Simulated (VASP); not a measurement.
# MnOsC4N4: single point with PBE

MnOsC4N4:

```xyz
10
Lattice="5.6417 0.0000 0.0000 0.0000 5.6417 0.0000 0.0000 0.0000 5.6417" Properties=species:S:1:pos:R:3 pbc="T T T"
Mn    0.0000    0.0000    0.0000
Os    2.8208    2.8208    2.8208
C     1.0396    1.0396    1.0396
C     1.0396    4.6021    4.6021
C     4.6021    1.0396    4.6021
C     4.6021    4.6021    1.0396
N     1.7404    1.7404    1.7404
N     1.7404    3.9013    3.9013
N     3.9013    1.7404    3.9013
N     3.9013    3.9013    1.7404
```

```yaml
Program: VASP 6.6.1
Task: single point
Functional: PBE
Potentials_or_basis: VASP PAW PBE potentials, release 64 (Mn_pv, Os, C, N)
Cutoff: 520 eV
k_mesh: 4 × 4 × 4
Occupations: gaussian, width 0.1 eV
Spin: collinear spin, ferromagnetic start
Starting_moments: "[4.0, 1.0, 0.0, 0.0, 0.0, 0.0, 0.0, 0.0, 0.0, 0.0] μB"
```

```
Pressure                                              : 0.4 GPa
Largest force                                         : 0.154 eV/Å
Net moment                                            : 0.00 μB per cell
Valence electrons inside the program's atomic spheres : Mn 12.32; Os 7.69; C 2.53; N 3.88
```

Forces in eV/Å, atoms in the order of the input:
```
Mn   0.000  0.000  0.000
Os   0.000  0.000  0.000
C   -0.034 -0.034 -0.034
C   -0.034  0.034  0.034
C    0.034 -0.034  0.034
C    0.034  0.034 -0.034
N   -0.089 -0.089 -0.089
N   -0.089  0.089  0.089
N    0.089 -0.089  0.089
N    0.089  0.089 -0.089
```

Levels at points of the mesh, in eV from the Fermi level:
Spin up:
```csv
k point,band 24,band 25,band 26,band 27,band 28,band 29,band 30,band 31,band 32,band 33
"(0.00, 0.00, 0.00)",-2.47,-2.47,-0.66,-0.66,-0.66,0.14,0.14,1.22,1.22,1.22
"(0.50, 0.00, 0.00)",-2.01,-1.54,-1.14,-0.93,-0.51,-0.51,1.06,1.10,1.37,1.37
"(0.50, 0.50, 0.00)",-1.84,-1.55,-1.06,-0.96,-0.26,-0.26,1.08,1.08,1.16,1.16
"(0.50, 0.50, 0.50)",-2.36,-2.36,-0.29,-0.29,-0.29,0.24,0.24,1.13,1.13,1.13
```
Spin down:
```tsv
k point	band 26	band 27	band 28	band 29	band 30	band 31
(0.00, 0.00, 0.00)	-0.66	-0.66	-0.66	0.14	0.14	1.22
(0.50, 0.00, 0.00)	-1.14	-0.93	-0.51	-0.51	1.06	1.10
(0.50, 0.50, 0.00)	-1.06	-0.96	-0.26	-0.26	1.08	1.08
(0.50, 0.50, 0.50)	-0.29	-0.29	-0.29	0.24	0.24	1.13
```

Run time: 5.8 min on 1 thread of Intel(R) Xeon(R) Platinum 8488C (Sapphire Rapids), with other jobs on the host, peak memory 0.4 GiB.

Caveat: the moments typed at the start vanished in this run; spin-orbit coupling is left out, which moves the levels of the heavy elements. With open d or f shells a metallic result of PBE can be an artefact of self-interaction; +U or a hybrid may open a gap.
